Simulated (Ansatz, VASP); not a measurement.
## Cd in VASP and in Ansatz

```xyz
1
Lattice="0.0000 2.1830 2.1830 2.1830 0.0000 2.1830 2.1830 2.1830 0.0000" Properties=species:S:1:pos:R:3 pbc="T T T"
Cd    0.0000    0.0000    0.0000
```

Alike in both runs: task single point; functional PBE; k mesh 16 × 16 × 16; occupations gaussian, width 0.1 eV; no spin polarisation.

|  | VASP | Ansatz |
| --- | --- | --- |
| version | VASP 6.6.1 | Ansatz 0.2.0 |
| potentials or method | VASP PAW PBE potentials, release 64 (Cd), cutoff 520 eV | scalar-relativistic, plane waves, PAW |
| valence electrons in the cell | 12 | 20 |

```csv
,VASP,Ansatz,Ansatz less VASP
gap on the k mesh at the Fermi level (eV),none,none,-
pressure (GPa),5.6,5.2,-0.38
```

A gap of «none» marks a metal or a gap that the smearing closes. With one functional, cell and mesh, what is left measures potentials, basis and numerics. VASP's potentials hold 12 valence electrons a cell and Ansatz's 20, so a difference there can come from the potentials and not from the codes.
